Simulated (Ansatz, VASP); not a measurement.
# One calculation of Rb, two programs

```xyz
1
Lattice="-2.8575 2.8575 2.8575 2.8575 -2.8575 2.8575 2.8575 2.8575 -2.8575" Properties=species:S:1:pos:R:3 pbc="T T T"
Rb    0.0000    0.0000    0.0000
```

Alike in both runs: task single point; functional r2SCAN; k mesh 7 × 7 × 7; occupations fermi-dirac, width 0.05 eV; no spin polarisation.

```csv
,VASP,Ansatz
version,VASP 6.6.1,Ansatz 0.2.0
potentials or method,"VASP PAW PBE potentials, release 64 (Rb_sv)",Ansatz PAW
plane-wave cutoff (eV),520,500
valence electrons in the cell,9,9
```

|  | VASP | Ansatz | Ansatz less VASP |
| --- | --- | --- | --- |
| gap on the k mesh at the Fermi level (eV) | none | none | - |
| pressure (GPa) | 0.0 | 0.0 | -0.01 |

VASP's potentials were made for PBE, not for r2SCAN. A gap of «none» marks a metal or a gap that the smearing closes.
